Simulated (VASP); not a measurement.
Write the native input for VASP 6.6.1 that does the following.

| Item | Value |
| --- | --- |
| Task | relaxation of cell and atoms |
| Functional | PBE |
| Potentials or basis | VASP PAW PBE potentials, release 64 (La, O) |
| Cutoff | 600 eV |
| k mesh | 4 × 4 × 4 |
| Occupations | gaussian, width 0.1 eV |
| Spin | no spin polarisation |
| Dipole correction | no |
| Further INCAR settings | ALGO = Normal; EDIFF = 1e-07; IBRION = 2; EDIFFG = -0.04; NSW = 90; ISIF = 3 |

The structure of La2O3 lies in POSCAR:

```
La2O3
1.0
    3.9841656000      0.0000000000      0.0000000000
    0.0000000000      3.9841656000      0.0000000000
    0.0000000000      0.0000000000      6.1533913900
La O
2 3
Direct
    0.0000000000      0.5000000000      0.0000000000
    0.5000000000      0.0000000000      0.0000000000
    0.5000000000      0.5000000000      0.2429990900
    0.5000000000      0.5000000000      0.7570009100
    0.5000000000      0.5000000000      0.5000000000
```

These files were run (other wordings do the same):

INCAR

```
PREC     = Accurate       # precision mode
ENCUT    = 600            # plane-wave cutoff, eV
EDIFF    = 1E-7           # SCF threshold, eV
ISMEAR   = 0              # smearing method
SIGMA    = 0.1            # smearing width, eV
LREAL    = False          # projectors in reciprocal space
LASPH    = True           # aspherical terms in the spheres
NELM     = 60             # most SCF steps
ALGO     = Normal         # electronic algorithm
ISIF     = 3              # what is computed and relaxed
LWAVE    = False          # write WAVECAR
LCHARG   = False          # write CHGCAR
GGA      = PE             # functional
IBRION   = 2              # ionic algorithm
NSW      = 90             # ionic steps
EDIFFG   = -0.04          # ionic threshold
```

KPOINTS

```
Automatic mesh
0
Gamma
  4 4 4
```

Potentials or basis: VASP PAW PBE potentials, release 64 (La, O).

Run with:

```sh
$ cat potpaw_PBE.64/La/POTCAR potpaw_PBE.64/O/POTCAR > POTCAR
$ mpirun -np 1 vasp_std > vasp.out
```

Results of the run:

```yaml
Relaxed_volume: 24.02 Å³/atom
Relaxed_cell: a = 4.507 Å, b = 4.507 Å, c = 5.912 Å, α = 90.00°, β = 90.00°, γ = 90.00°
Space_group_after_relaxing_to_0.05_Å: P4/mmm (No. 123)
Energy_gained_by_relaxing: 654.9 meV/atom
Ionic_steps: 8
Pressure_after_relaxing: 0.0 GPa
Largest_force_after_relaxing: 0.005 eV/Å
Band_gap_on_the_k_mesh: zero (band 20 reaches 4.65 eV, above the bottom of band 21 at 3.93 eV)
```

Caveat: the k points lie up to 0.35 Å⁻¹ apart in the final cell; the volume moved by over 15 % at a fixed basis, so the end points are rough; spin-orbit coupling is left out, which moves the levels of the heavy elements.

Wall time 4.6 min on 1 thread of Intel(R) Xeon(R) 6975P-C (Granite Rapids), with other jobs on the host, peak memory 0.26 GiB.
